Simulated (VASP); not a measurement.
Here is a VASP 6.6.1 calculation.

File INCAR:

```
PREC     = Accurate       # precision mode
ENCUT    = 520            # plane-wave cutoff, eV
EDIFF    = 1E-6           # SCF threshold, eV
ISMEAR   = 0              # smearing method
SIGMA    = 0.1            # smearing width, eV
LREAL    = False          # projectors in reciprocal space
LASPH    = True           # aspherical terms in the spheres
NELM     = 100            # most SCF steps
ALGO     = Fast           # electronic algorithm
ISIF     = 2              # what is computed and relaxed
LWAVE    = False          # write WAVECAR
LCHARG   = False          # write CHGCAR
GGA      = PS             # functional
ISYM     = 0            
NBANDS   = 12             # bands
```

Contents of KPOINTS:

```
Automatic mesh
0
Gamma
  12 12 13
```

Contents of POSCAR:

```
Sc
1.0
    3.1559004171     -0.0000001152      0.0011221679
   -1.5779503083      2.7330901058      0.0000000000
    1.5789070003      0.9115823817      2.6625093648
Sc
1
Direct
    0.0000000000      0.0000000000      0.0000000000
```

Potentials or basis: VASP PAW PBE potentials, release 64 (Sc_sv).

Launch:

```sh
$ cat potpaw_PBE.64/Sc_sv/POTCAR > POTCAR
$ mpirun -np 1 vasp_std > vasp.out
```

Problem. Predict the pressure.

Solution. 1.5 GPa.

Problem. What does it give for the band gap on the k mesh?

Solution. Zero (an odd number of electrons rules out a gap without spin polarisation).

Stress tensor (GPa, compression positive):
```
 2.27  0.00  0.01
 0.00  2.27  0.00
 0.01  0.00 -0.06
```

Caveat: the PAW data sets were made with another functional, which shifts forces and pressure a little.
